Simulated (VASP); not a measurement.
Crystal: Sr.

```xyz
1
Lattice="0.0000 3.0012 3.0012 3.0012 0.0000 3.0012 3.0012 3.0012 0.0000" Properties=species:S:1:pos:R:3 pbc="T T T"
Sr    0.0000    0.0000    0.0000
```

Base run:

| Property | Result |
| --- | --- |
| Program | VASP 6.6.1 |
| Functional | r2SCAN |
| Potentials or basis | VASP PAW PBE potentials, release 64 (Sr_sv) |
| Cutoff | 520 eV |
| k mesh | 8 × 8 × 8 |
| Occupations | fermi-dirac, width 0.05 eV |
| Spin | no spin polarisation |

Its results: band gap on the k mesh zero (band 5 reaches 1.75 eV, above the bottom of band 6 at 1.64 eV); pressure 0.6 GPa.

Task: The run is repeated on the same cell with these changes: functional from r2SCAN to PBEsol. What comes out?

Result: Band gap on the k mesh zero (band 5 reaches 1.61 eV, above the bottom of band 6 at 1.59 eV); pressure -0.5 GPa.

Caveats: the PAW data sets were made with another functional, which shifts forces and pressure a little.
